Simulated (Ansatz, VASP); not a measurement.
Two plane-wave programs on HgTe

```
Hg Te
1.0
     3.39576    0.00000    0.00000
     0.00000    3.39576    0.00000
     0.00000    0.00000    4.73258
Hg Te
1 1
Cartesian
  1.6979 1.6979 0.0000
  0.0000 0.0000 2.3663
```

Alike in both runs: task relaxation of cell and atoms; functional r2SCAN; k mesh 6 × 6 × 4; occupations gaussian, width 0.1 eV; no spin polarisation.

```csv
,VASP,Ansatz
version,VASP 6.6.1,Ansatz 0.2.0
potentials or method,"VASP PAW PBE potentials, release 64 (Hg, Te), cutoff 600 eV","scalar-relativistic, plane waves, PAW"
valence electrons in the cell,18,36
```

```csv
,VASP,Ansatz,Ansatz less VASP
"gap on the k mesh at the Fermi level, each at its own relaxed structure (eV)",none,none,-
relaxed volume (Å³/atom),27.35,27.48,+0.129
relaxed cell length with the largest relative difference (Å),3.956,4.181,+0.2257
```

VASP's potentials were made for PBE, not for r2SCAN. A gap of «none» marks a metal or a gap that the smearing closes. One of these differences is far larger than is usual between the two programs; its cause wasn't traced. VASP's potentials hold 18 valence electrons a cell and Ansatz's 36, so a difference there can come from the potentials and not from the codes.

Spin-orbit coupling is off throughout.
